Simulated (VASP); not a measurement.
# CdSe (F-43m) in VASP: notebook

CdSe is run at these levels: r2SCAN+rVV10, PBE+D3(BJ); tasks: single point.

All numbers are computed with VASP 6.6.1; they aren't measurements. Logs are shortened: lines on timing, memory, paths and dates and some standing lists are left out, and cuts for length are marked.

**1. The cell of the first run**

Symmetry: F-43m, No. 216, cubic system. The conventional cell has a = 6.141 Å, b = 6.141 Å, c = 6.141 Å, α = 90.00°, β = 90.00°, γ = 90.00°. Cd (site symmetry -43m) has 4 Se at 2.66 Å within 3.5 Å. Se (site symmetry -43m) has 4 Cd at 2.66 Å within 3.5 Å.

**2. Single point, r2SCAN+rVV10**

POSCAR

```
CdSe
1.0
    0.0000000000      3.0702711986      3.0702711986
    3.0702711986      0.0000000000      3.0702711986
    3.0702711986      3.0702711986      0.0000000000
Cd Se
1 1
Direct
    0.0000000000      0.0000000000      0.0000000000
    0.2500000000      0.2500000000      0.2500000000
```

INCAR.step1

```
SYSTEM = CdSe
ALGO     = Normal         ! electronic algorithm
EDIFF    = 1E-4           ! SCF threshold, eV
ENCUT    = 520            ! plane-wave cutoff, eV
GGA      = PE             ! functional
ISMEAR   = -1             ! smearing method
LASPH    = .True.         ! aspherical terms in the spheres
LCHARG   = .False.        ! write CHGCAR
LREAL    = .False.        ! projectors in reciprocal space
LWAVE    = .True.         ! write WAVECAR
NBANDS   = 16             ! bands
NELM     = 100            ! most SCF steps
PREC     = Accurate       ! precision mode
SIGMA    = 0.1            ! smearing width, eV
```

INCAR.step2

```
SYSTEM = CdSe
ALGO     = Normal         ! electronic algorithm
BPARAM   = 11.95        
CPARAM   = 0.0093       
EDIFF    = 1E-6           ! SCF threshold, eV
ENCUT    = 520            ! plane-wave cutoff, eV
ISIF     = 2              ! what is computed and relaxed
ISMEAR   = -1             ! smearing method
ISTART   = 1            
IVDW_NL  = 2            
LASPH    = .True.         ! aspherical terms in the spheres
LCHARG   = .True.         ! write CHGCAR
LELF     = .True.         ! ELF
LMIXTAU  = .True.       
LREAL    = .False.        ! projectors in reciprocal space
LUSE_VDW = .True.       
LVHAR    = .True.       
LWAVE    = .False.        ! write WAVECAR
METAGGA  = R2SCAN         ! meta-GGA
NBANDS   = 16             ! bands
NELM     = 100            ! most SCF steps
PREC     = Accurate       ! precision mode
SIGMA    = 0.1            ! smearing width, eV
```

KPOINTS

```
k-points
0
Gamma
  8 8 8
  0 0 0
```

Potentials or basis: VASP PAW PBE potentials, release 64 (Cd, Se).

Started as:

```console
> cat potpaw_PBE.64/Cd/POTCAR potpaw_PBE.64/Se/POTCAR > POTCAR
> cp INCAR.step1 INCAR
> mpirun -np 1 vasp_std > vasp.out
> cp INCAR.step2 INCAR
> mpirun -np 1 vasp_std > vasp.out
```

OUTCAR:

```text
SYSTEM = CdSe
   BPARAM = 11.95
   EDIFF = 1E-6
   ENCUT = 520
   ISIF = 2
   ISMEAR = -1
   ISTART = 1
   IVDW_NL = 2
   LASPH = .True.
   LREAL = .False.
   METAGGA = R2SCAN
   NELM = 100
   PREC = Accurate

 ion  position               nearest neighbor table
   1  0.000  0.000  0.000-   2 2.66   2 2.66   2 2.66   2 2.66
   2  0.250  0.250  0.250-   1 2.66   1 2.66   1 2.66   1 2.66

  LATTYP: Found a face centered cubic cell.
 ALAT       =     6.1405423972

  Lattice vectors:

 A1 = (   0.0000000000,   3.0702711986,   3.0702711986)
 A2 = (   3.0702711986,   0.0000000000,   3.0702711986)
 A3 = (   3.0702711986,   3.0702711986,   0.0000000000)

Analysis of symmetry for initial positions (statically):
=====================================================================
 Subroutine PRICEL returns:
 Original cell was already a primitive cell.

 Routine SETGRP: Setting up the symmetry group for a
 face centered cubic supercell.

 Subroutine GETGRP returns: Found 24 space group operations
 (whereof 24 operations were pure point group operations)
 out of a pool of 48 trial point group operations.

The static configuration has the point symmetry T_d .

Analysis of symmetry for dynamics (positions and initial velocities):
=====================================================================
 Subroutine PRICEL returns:
 Original cell was already a primitive cell.

 Routine SETGRP: Setting up the symmetry group for a
 face centered cubic supercell.

 Subroutine GETGRP returns: Found 24 space group operations
 (whereof 24 operations were pure point group operations)
 out of a pool of 48 trial point group operations.

The dynamic configuration has the point symmetry T_d .

 Subroutine INISYM returns: Found 24 space group operations
 (whereof 24 operations are pure point group operations),
 and found     1 'primitive' translations

----------------------------------------------------------------------------------------

                                     Primitive cell

  volume of cell :      57.8842

  direct lattice vectors                    reciprocal lattice vectors
     0.000000000  3.070271199  3.070271199    -0.162852063  0.162852063  0.162852063
     3.070271199  0.000000000  3.070271199     0.162852063 -0.162852063  0.162852063
     3.070271199  3.070271199  0.000000000     0.162852063  0.162852063 -0.162852063

  length of vectors
     4.342019169  4.342019169  4.342019169     0.282068048  0.282068048  0.282068048

  position of ions in fractional coordinates (direct lattice)
     0.000000000  0.000000000  0.000000000
     0.250000000  0.250000000  0.250000000

  ion indices of the primitive-cell ions
   primitive index   ion index
                 1           1
                 2           2

----------------------------------------------------------------------------------------

 KPOINTS: k-points

Automatic generation of k-mesh.
 Grid dimensions read from file:
 generate k-points for:    8    8    8

 Generating k-lattice:

  Cartesian coordinates                     Fractional coordinates (reciprocal lattice)
    -0.020356508  0.020356508  0.020356508     0.125000000  0.000000000  0.000000000
     0.020356508 -0.020356508  0.020356508     0.000000000  0.125000000  0.000000000
     0.020356508  0.020356508 -0.020356508     0.000000000  0.000000000  0.125000000

  Length of vectors
     0.035258506  0.035258506  0.035258506

  Shift w.r.t. Gamma in fractional coordinates (k-lattice)
     0.000000000  0.000000000  0.000000000

 Subroutine IBZKPT returns following result:
 ===========================================

 Found     29 irreducible k-points:

 Following reciprocal coordinates:
            Coordinates               Weight
  0.000000  0.000000  0.000000      1.000000
  0.125000  0.000000  0.000000      8.000000
  0.250000  0.000000  0.000000      8.000000
  0.375000  0.000000  0.000000      8.000000
  0.500000  0.000000  0.000000      4.000000
  0.125000  0.125000  0.000000      6.000000
[... 16 lines left out ...]
  0.500000  0.250000  0.125000     48.000000
 -0.375000  0.250000  0.125000     24.000000
 [... further k-points ...]
   k-points           NKPTS =     29   k-points in BZ     NKDIM =     29   number of bands    NBANDS=     16
   number of dos      NEDOS =    301   number of ions     NIONS =      2
   total plane-waves  NPLWV =  32768
   dimension x,y,z NGX =    32 NGY =   32 NGZ =   32
   dimension x,y,z NGXF=    64 NGYF=   64 NGZF=   64
   ions per type =               1   1
   NGX,Y,Z   is equivalent  to a cutoff of  12.25, 12.25, 12.25 a.u.
   NGXF,Y,Z  is equivalent  to a cutoff of  24.50, 24.50, 24.50 a.u.
 SYSTEM =  CdSe
   PREC   = accura    normal or accurate (medium, high low for compatibility)
   ISTART =      1    job   : 0-new  1-cont  2-samecut
   ICHARG =      0    charge: 1-file 2-atom 10-const
   ISPIN  =      1    spin polarized calculation?
   LNONCOLLINEAR =      F non collinear calculations
   LSORBIT =      F    spin-orbit coupling
   LASPH  =      T    aspherical Exc in radial PAW
   ENCUT  =  520.0 eV  38.22 Ry    6.18 a.u.   8.07  8.07  8.07*2*pi/ulx,y,z
   NELM   =    100;   NELMIN=  2; NELMDL=  0     # of ELM steps
   EDIFF  = 0.1E-05   stopping-criterion for ELM
   LREAL  =      F    real-space projection
   EDIFFG = 0.1E-04   stopping-criterion for IOM
   NSW    =      0    number of steps for IOM
   IBRION =     -1    ionic relax: 0-MD 1-quasi-New 2-CG
   NFREE  =      0    steps in history (QN), initial steepest desc. (CG)
   ISIF   =      2    stress and relaxation
   ISYM   =      2    0-nonsym 1-usesym 2-fastsym
   POTIM  = 0.5000    time-step for ionic-motion
   TEBEG  =    0.0;   TEEND  =   0.0 temperature during run
   PSTRESS=    0.0 pullay stress
   NELECT =      18.0000    total number of electrons
   NUPDOWN=      -1.0000    fix difference up-down
   EMIN   =  10.00;   EMAX   =-10.00  energy-range for DOS
   EFERMI =   0.00;   METHOD = LEGACY
   ISMEAR =    -1;   SIGMA  =   0.10  broadening in eV -4-tet -1-fermi 0-gaus
   EFERMI_NEDOS =   21; number of points for ismear=-14 and -15
   IALGO  =     38    algorithm
   IMIX   =      4    mixing-type and parameters
     AMIX     =   0.40;   BMIX     =  1.00
     AMIX_MAG =   1.60;   BMIX_MAG =  1.00
  volume/ion in A,a.u.               =      28.94       195.31
  Fermi-wavevector in a.u.,A,eV,Ry     =   1.109121  2.095935 16.737199  1.230149
  Thomas-Fermi vector in A             =   2.245657
   LORBIT       =      0    0 simple, 1 ext, 2 COOP (PROOUT), +10 PAW based schemes
   METAGGA = R2SCAN    functional components
   LHFCALC =     F    Hartree Fock is set to
   AEXX    =    0.0000 exact exchange contribution
   IVDW_NL    =     2    kernel type
   BPARAM     =11.9500
   IVDW    =     0    specifies the selected vdW correction
   LEPSILON=     F    determine dielectric tensor
   LRPA    =     F    only Hartree local field effects (RPA)
 non-spin polarized calculation
  energy-cutoff  :      520.00
  volume of cell :       57.88
 maximum number of plane-waves:      1588
   NGX = 17   NGY = 17   NGZ = 17

 number of electron      18.0000008 magnetization

 Free energy of the ion-electron system (eV)
  ---------------------------------------------------
  ext. energy  EPLUGINS =         0.00000000
  ---------------------------------------------------
  free energy    TOTEN  =       -35.32083241 eV

  energy without entropy =      -35.32069949  energy(sigma->0) =      -35.32076595

 E-fermi :   1.0136     XC(G=0):  -9.3686

 val. band max:        0.4063024658   @ k =   0.0000   0.0000   0.0000
 cond. band min:       1.3756413198   @ k =   0.0000   0.0000   0.0000
 fundamental gap:      0.9693388540
 Fermi energy:         1.0135718000

 k-point     1 :       0.0000    0.0000    0.0000
  band No.  band energies     occupation
      1     -12.4586      2.00000
      2      -7.6552      2.00000
      3      -7.6552      2.00000
      4      -7.6552      2.00000
      5      -7.2834      2.00000
      6      -7.2834      2.00000
[... 8 lines left out ...]
     15      11.9683      0.00000
     16      11.9683      0.00000

 k-point     2 :       0.1250    0.0000    0.0000
  band No.  band energies     occupation
      1     -12.4069      2.00000
      2      -7.6384      2.00000
      3      -7.6384      2.00000
      4      -7.6055      2.00000
      5      -7.2842      2.00000
      6      -7.2842      2.00000
[... 8 lines left out ...]
     15      11.1545      0.00000
     16      11.2455      0.00000

 k-point     3 :       0.2500    0.0000    0.0000
  band No.  band energies     occupation
      1     -12.2805      2.00000
      2      -7.6015      2.00000
      3      -7.6015      2.00000
      4      -7.4407      2.00000
      5      -7.2812      2.00000
      6      -7.2812      2.00000
[... 8 lines left out ...]
     15      10.9129      0.00000
     16      10.9129      0.00000

 k-point     4 :       0.3750    0.0000    0.0000
  band No.  band energies     occupation
      1     -12.1526      2.00000
      2      -7.5715      2.00000
      3      -7.5715      2.00000
      4      -7.2694      2.00000
      5      -7.2694      2.00000
      6      -7.1715      2.00000
[... 8 lines left out ...]
     15      11.8486      0.00000
     16      11.8486      0.00000

 k-point     5 :       0.5000    0.0000    0.0000
  band No.  band energies     occupation
      1     -12.0995      2.00000
      2      -7.5616      2.00000
      3      -7.5616      2.00000
      4      -7.2614      2.00000
      5      -7.2614      2.00000
      6      -7.0018      2.00000
[... 8 lines left out ...]
     15      13.0856      0.00000
     16      13.0856      0.00000

 k-point     6 :       0.1250    0.1250    0.0000
  band No.  band energies     occupation
      1     -12.3897      2.00000
      2      -7.6221      2.00000
      3      -7.6221      2.00000
      4      -7.6106      2.00000
      5      -7.2937      2.00000
      6      -7.2753      2.00000
[... 8 lines left out ...]
     15      11.7603      0.00000
     16      12.1105      0.00000
[... 267 lines left out ...]
 k-point    21 :       0.5000    0.5000    0.0000
  band No.  band energies     occupation
      1     -11.9864      2.00000
      2      -7.4524      2.00000
      3      -7.4009      2.00000
      4      -7.4009      2.00000
      5      -7.2276      2.00000
      6      -6.9369      2.00000
[... 8 lines left out ...]
     15      13.3594      0.00000
     16      14.2793      0.00000

 k-point    22 :       0.3750    0.2500    0.1250
  band No.  band energies     occupation
      1     -12.1870      2.00000
      2      -7.5605      2.00000
      3      -7.5410      2.00000
      4      -7.3875      2.00000
      5      -7.2742      2.00000
      6      -7.2389      2.00000
[... 8 lines left out ...]
     15      12.4267      0.00000
     16      13.5154      0.00000

 k-point    23 :       0.5000    0.2500    0.1250
  band No.  band energies     occupation
      1     -12.0855      2.00000
      2      -7.5308      2.00000
      3      -7.5147      2.00000
      4      -7.3256      2.00000
      5      -7.2623      2.00000
      6      -7.0539      2.00000
[... 8 lines left out ...]
     15      12.7899      0.00000
     16      13.4180      0.00000

 k-point    24 :      -0.3750    0.2500    0.1250
  band No.  band energies     occupation
      1     -12.0436      2.00000
      2      -7.5244      2.00000
      3      -7.5030      2.00000
      4      -7.3015      2.00000
      5      -7.2678      2.00000
      6      -6.9189      2.00000
[... 8 lines left out ...]
     15      12.5033      0.00000
     16      13.5207      0.00000

 [... further k-points ...]

------------------------ aborting loop because EDIFF is reached ----------------------------------------

  FORCE on cell =-STRESS in cart. coord.  units (eV):
  Direction    XX          YY          ZZ          XY          YZ          ZX
  --------------------------------------------------------------------------------------
  -------------------------------------------------------------------------------------
  Total       -0.2326432     -0.2326432     -0.2326432      0.0000000     -0.0000000     -0.0000000
  in kB       -6.4393301     -6.4393301     -6.4393301      0.0000000     -0.0000000     -0.0000000
  external PRESSURE =      -6.4393301 kB  Pullay stress =       0.0000000 kB

 VOLUME and BASIS-vectors are now :
 -----------------------------------------------------------------------------
  energy-cutoff  :      520.00
  volume of cell :       57.88
      direct lattice vectors                 reciprocal lattice vectors
     0.000000000  3.070271199  3.070271199    -0.162852063  0.162852063  0.162852063
     3.070271199  0.000000000  3.070271199     0.162852063 -0.162852063  0.162852063
     3.070271199  3.070271199  0.000000000     0.162852063  0.162852063 -0.162852063

 POSITION                                       TOTAL-FORCE (eV/Angst)
 -----------------------------------------------------------------------------------
      0.00000      0.00000      0.00000        -0.000000     -0.000000      0.000000
      1.53514      1.53514      1.53514         0.000000      0.000000     -0.000000
 -----------------------------------------------------------------------------------
    total drift:                               -0.000004     -0.000004     -0.000004

  FREE ENERGIE OF THE ION-ELECTRON SYSTEM (eV)
  ---------------------------------------------------
  free  energy   TOTEN  =       -35.3208324147 eV

  energy  without entropy=      -35.3206994938  energy(sigma->0) =      -35.32076595
```

Run time: 57 s. Hardware: 1 thread of Intel Xeon 6975P-C (Granite Rapids), shared host; peak memory 0.33 GiB.

Results:

* Free energy: -35.3208 eV
* Pressure: -0.6 GPa
* Band gap on the k mesh: 0.97 eV

Levels at points of the mesh, in eV from the valence-band top:
| k point | band 7 | band 8 | band 9 | band 10 | band 11 | band 12 |
| --- | --- | --- | --- | --- | --- | --- |
| (0.00, 0.00, 0.00) | 0.00 | 0.00 | 0.00 | 0.97 | 6.45 | 6.45 |
| (0.50, 0.00, 0.00) | -4.28 | -0.72 | -0.72 | 2.78 | 6.88 | 6.88 |
| (0.50, 0.50, 0.00) | -3.97 | -1.80 | -1.80 | 3.42 | 4.09 | 9.46 |

Caveat: the PAW data sets were made with another functional, which shifts forces and pressure a little.

**3. Single point, PBE+D3(BJ) (33.28 Å³/atom)**

This run uses another cell than the first one, of 33.28 Å³/atom.

INCAR

```
SYSTEM = CdSe
PREC = Accurate
ENCUT = 500
EDIFF = 1E-6
ISMEAR = 0
SIGMA = 0.15
LREAL = .FALSE.
LASPH = .TRUE.
NELM = 120
ALGO = Normal
ISIF = 2
LWAVE = .FALSE.
LCHARG = .TRUE.
GGA = PE
IVDW = 12
LELF = .TRUE.
LVHAR = .TRUE.
NBANDS = 16
GGA_COMPAT = .FALSE.
```

KPOINTS

```
Automatic mesh
0
G
  8 8 8
  0 0 0
```

POSCAR

```
CdSe
1.0
    0.0000000000      3.2166910600      3.2166910600
    3.2166910600      0.0000000000      3.2166910600
    3.2166910600      3.2166910600      0.0000000000
Cd Se
1 1
Direct
    0.0000000000      0.0000000000      0.0000000000
    0.7500000000      0.7500000000      0.7500000000
```

Potentials or basis: VASP PAW PBE potentials, release 64 (Cd, Se).

Started as:

```console
> cat potpaw_PBE.64/Cd/POTCAR potpaw_PBE.64/Se/POTCAR > POTCAR
> mpirun -np 1 vasp_std > vasp.out
```

Wall time 68 s (1 thread of AMD EPYC 7R43 (Zen 3), shared host); peak memory 0.18 GiB.

The run converged. Its results:

* Free energy: -5.9362 eV
* Pressure: -5.2 GPa
* Band gap on the k mesh: 0.26 eV
* Dispersion energy per atom: -0.262 eV

Levels at points of the mesh, in eV from the valence-band top:
```
           k point  band 6  band 7  band 8  band 9  band 10  band 11  band 12  band 13
(0.00, 0.00, 0.00)   -7.29    0.00    0.00    0.00     0.26     5.88     5.88     5.88
(0.50, 0.00, 0.00)   -7.11   -3.51   -0.54   -0.54     2.15     6.35     6.35     6.87
(0.50, 0.50, 0.00)   -7.06   -3.38   -1.35   -1.35     3.40     3.49     8.40     9.23
```

Caveat: the cell stands under tension.
